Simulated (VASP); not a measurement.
The system is B.

```
B
1.0
     1.60664    0.00000    0.00000
     0.00000    2.88565    0.00000
     0.00000    0.00000    4.46731
B
2
Cartesian
  0.0000 0.0000 3.9999
  0.8033 1.4428 0.4674
```

The cell was generated, and may not be a known phase.

| Property | Result |
| --- | --- |
| Program | VASP 6.6.1 |
| Task | relaxation of cell and atoms |
| Functional | PBE |
| Potentials or basis | VASP PAW PBE potentials, release 64 (B) |
| Cutoff | 600 eV |
| k mesh | 34 × 20 × 12 |
| Occupations | gaussian, width 0.1 eV |
| Spin | no spin polarisation |

At the start: pressure -0.0 GPa; volume 10.36 Å³/atom.

Task: Where does the relaxation end?

Result: Over 34 steps the energy falls by 14.5 meV/atom and the volume is 9.13 Å³/atom (-11.8 %); space group Pmmn (No. 59, to 0.1 Å) before and after.

Step by step:
```csv
step,energy change (eV),largest force (eV/Å),pressure (GPa),volume (Å³)
1,0.0000,0.2623,-0.02,20.71
2,-0.0088,0.2107,-2.93,20.70
3,-0.0090,0.2257,-2.59,20.71
4,-0.0152,0.0139,-0.66,20.39
5,-0.0154,0.0300,-0.17,20.32
6,-0.0162,0.0346,-0.05,20.30
7,-0.0163,0.0371,0.01,20.30
8,-0.0168,0.0211,-0.62,20.29
9,-0.0171,0.0032,-1.58,20.27
10,-0.0174,0.0045,-1.60,20.24
11,-0.0182,0.0083,-1.67,20.13
12,-0.0199,0.0158,-1.81,19.92
13,-0.0229,0.0265,-2.07,19.50
14,-0.0258,0.0368,-2.45,18.65
15,-0.0281,0.0075,-0.72,18.31
16,-0.0284,0.0057,0.06,18.16
17,-0.0289,0.0003,-0.19,18.13
18,-0.0289,0.0010,-0.24,18.13
19,-0.0290,0.0032,0.07,18.10
20,-0.0290,0.0042,0.14,18.10
21,-0.0290,0.0019,0.12,18.11
22,-0.0290,0.0051,0.04,18.13
23,-0.0290,0.0198,-0.13,18.17
24,-0.0290,0.0087,-0.01,18.14
25,-0.0290,0.0093,0.02,18.15
26,-0.0290,0.0109,0.11,18.16
27,-0.0290,0.0113,0.13,18.16
28,-0.0290,0.0117,0.09,18.17
29,-0.0291,0.0128,-0.03,18.20
30,-0.0290,0.0151,-0.27,18.26
31,-0.0291,0.0135,-0.10,18.22
32,-0.0291,0.0104,-0.06,18.23
33,-0.0291,0.0011,0.04,18.25
34,-0.0291,0.0004,-0.05,18.26
```

Final structure:
```
B
1.0
     1.62405    0.00000    0.00000
     0.00000    2.86471    0.00000
     0.00000    0.00000    3.92502
B
2
Direct
  0.00000 0.00000 0.89040
  0.50000 0.50000 0.10960
```

Caveat: this functional lacks dispersion, which binds layers or chains, so the pressure and a relaxed spacing across them are unreliable.
